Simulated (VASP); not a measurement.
Here is a VASP 6.6.1 calculation.

The input INCAR:

```
PREC = Accurate
ENCUT = 520
EDIFF = 1E-6
ISMEAR = -1
SIGMA = 0.08
LREAL = False
LASPH = True
NELM = 100
ALGO = Normal
ISIF = 2
LWAVE = False
LCHARG = False
GGA = PE
NBANDS = 12
```

File KPOINTS:

```
regular mesh
0
Gamma
  13 13 13
```

Contents of POSCAR:

```
Y
1.0
   -1.7778171414      1.7778171414      1.7778171414
    1.7778171414     -1.7778171414      1.7778171414
    1.7778171414      1.7778171414     -1.7778171414
Y
1
Direct
    0.0000000000      0.0000000000      0.0000000000
```

Potentials or basis: VASP PAW PBE potentials, release 64 (Y_sv).

Run with:

```bash
$ cat potpaw_PBE.64/Y_sv/POTCAR > POTCAR
$ mpirun -np 1 vasp_std > vasp.out
```

(1) Estimate the pressure.

Results:

(1) 25.7 GPa.
